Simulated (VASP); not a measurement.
Set up this calculation in VASP 6.6.1, as the native input.

- Task: single point
- Functional: PBEsol
- Potentials or basis: VASP PAW PBE potentials, release 64 (Cs_sv)
- Cutoff: 520 eV
- k mesh: 6 × 6 × 1
- Occupations: fermi-dirac, width 0.1 eV
- Spin: no spin polarisation
- Dipole correction: yes
- Further INCAR settings: ALGO = Normal; EDIFF = 1e-07; NBANDS = 40

The structure of Cs lies in POSCAR:

```
Cs
1.0
    8.5489140040      0.0000000000      0.0000000000
   -4.2744570020      7.4035767022      0.0000000000
    0.0000000000      0.0000000000     21.1913000000
Cs
7
Direct
    0.0000000000      0.0000000000      0.2595415002
    0.3333333333      0.6666666667      0.3478456489
    0.6666666667      0.3333333333      0.4053711281
    0.0000000000      0.0000000000      0.5000010633
    0.3333333333      0.6666666667      0.5946291971
    0.6666666667      0.3333333333      0.6521548159
    0.0000000000      0.0000000000      0.7404584998
```

One way to write it, as run:

INCAR

```
SYSTEM = Cs
PREC     = Accurate       ! precision mode
ENCUT    = 520            ! plane-wave cutoff, eV
EDIFF    = 1E-7           ! SCF threshold, eV
ISMEAR   = -1             ! smearing method
SIGMA    = 0.1            ! smearing width, eV
LREAL    = .FALSE.        ! projectors in reciprocal space
LASPH    = .TRUE.         ! aspherical terms in the spheres
NELM     = 60             ! most SCF steps
ALGO     = Normal         ! electronic algorithm
ISIF     = 2              ! what is computed and relaxed
LWAVE    = .FALSE.        ! write WAVECAR
LCHARG   = .TRUE.         ! write CHGCAR
LDIPOL   = .TRUE.       
IDIPOL   = 3            
DIPOL    = 0.5 0.5 0.500
GGA      = PS             ! functional
LELF     = .TRUE.         ! ELF
LVHAR    = .TRUE.       
LVACPOTAV= .TRUE.       
NBANDS   = 40             ! bands
```

KPOINTS

```
Automatic mesh
0
G
  6 6 1
  0 0 0
```

Potentials or basis: VASP PAW PBE potentials, release 64 (Cs_sv).

Run with:

```console
$ cat potpaw_PBE.64/Cs_sv/POTCAR > POTCAR
$ mpirun -np 1 vasp_std > vasp.out
```

Results of the run:

* Band gap on the k mesh: zero (an odd number of electrons rules out a gap without spin polarisation)

Caveat: spin-orbit coupling is left out, which moves the levels of the heavy elements.

Wall time 14 min on 1 thread of Intel(R) Xeon(R) Platinum 8488C (Sapphire Rapids), on a shared host, peak memory 1.2 GiB.
